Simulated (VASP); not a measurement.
The system is K3Pd.

```
CELL_PARAMETERS angstrom
5.44501 0.00000 0.00000
0.00000 5.44501 0.00000
0.00000 0.00000 5.44501
ATOMIC_POSITIONS crystal
K 0.50000 0.50000 0.00000
K 0.50000 0.00000 0.50000
K 0.00000 0.50000 0.50000
Pd 0.00000 0.00000 0.00000
```

Base run:

```yaml
Program: VASP 6.6.1
Functional: PBE
Dispersion: D4
Potentials_or_basis: VASP PAW PBE potentials, release 64 (K_sv, Pd)
Cutoff: 520 eV
k_mesh: 4 × 4 × 4
Occupations: gaussian, width 0.1 eV
Spin: no spin polarisation
```

Its results: band gap on the k mesh zero (an odd number of electrons rules out a gap without spin polarisation); pressure -0.3 GPa.

Problem. The run is repeated on the same cell with these changes: functional from PBE to PBEsol; dispersion from D4 to none. What comes out?

Solution. Band gap on the k mesh zero (an odd number of electrons rules out a gap without spin polarisation); pressure -0.7 GPa.

Several settings changed at once.

Caveats: the PAW data sets were made with another functional, which shifts forces and pressure a little (at least some runs).
